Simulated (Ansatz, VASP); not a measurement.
## GaN in VASP and in Ansatz

Contents of POSCAR:

```
GaN
1.0
    0.0000000000      2.2489525436      2.2489525436
    2.2489525436      0.0000000000      2.2489525436
    2.2489525436      2.2489525436      0.0000000000
Ga N
1 1
Direct
    0.0000000000      0.0000000000      0.0000000000
    0.2500000000      0.2500000000      0.2500000000
```

Contents of INCAR.step1:

```
SYSTEM = GaN
ALGO = Normal
EDIFF = 1E-5
ENCUT = 910
GGA = PE
GGA_COMPAT = .FALSE.
ISMEAR = 0
LASPH = .TRUE.
LCHARG = .FALSE.
LREAL = .FALSE.
LWAVE = .TRUE.
NBANDS = 16
NELM = 120
PREC = Accurate
SIGMA = 0.01
```

File INCAR.step2:

```
SYSTEM = GaN
ALGO = Normal
EDIFF = 1E-6
ENCUT = 910
GGA_COMPAT = .FALSE.
ISIF = 2
ISMEAR = 0
ISTART = 1
LASPH = .TRUE.
LCHARG = .FALSE.
LMIXTAU = .TRUE.
LREAL = .FALSE.
LWAVE = .FALSE.
METAGGA = R2SCAN
NBANDS = 16
NELM = 120
PREC = Accurate
SIGMA = 0.01
```

File KPOINTS:

```
k-points
0
G
  10 10 10
  0 0 0
```

Input for Ansatz:

```yaml
crystal:
  lattice:
    - [0.0, 2.2489525436, 2.2489525436]
    - [2.2489525436, 0.0, 2.2489525436]
    - [2.2489525436, 2.2489525436, 0.0]
  atoms:
    - { symbol: Ga, position: [0.0, 0.0, 0.0] }
    - { symbol: "N", position: [0.25, 0.25, 0.25] }
kpoints:
  mp_grid: { grid: [10, 10, 10] }
  band_path:
    path:
      - [0.0, 0.0, 0.0]
      - [-0.5, -0.5, 0.0]
      - [-0.375, -0.375, 0.25]
      - [-0.375, 0.0, 0.375]
      - [0.0, 0.0, 0.5]
      - [-0.5, -0.25, 0.25]
    npoints: 1
hamiltonian:
  xc: r2scan
scf:
  occupations: { method: fixed }
  n_extra_bands: 4
output:
  forces: true
  stress: true
  eigenvalues: true
```

Alike in both runs: task single point; functional r2SCAN; k mesh 10 × 10 × 10; no spin polarisation.

|  | VASP | Ansatz |
| --- | --- | --- |
| version | VASP 6.6.1 | Ansatz 0.2.0 |
| potentials or method | VASP PAW PBE potentials, release 64 (Ga_d, N_h) | plane waves, PAW |
| plane-wave cutoff (eV) | 910 | 500 |
| occupations | gaussian, width 0.01 eV | fixed |
| valence electrons in the cell | 18 | 18 |

|  | VASP | Ansatz | Ansatz less VASP |
| --- | --- | --- | --- |
| gap on the k mesh at the Fermi level (eV) | 2.16 | 2.17 | +0.011 |

VASP's potentials were made for PBE, not for r2SCAN.

Noted on VASP's run: the cutoff is short for stress, so the pressure is rough.
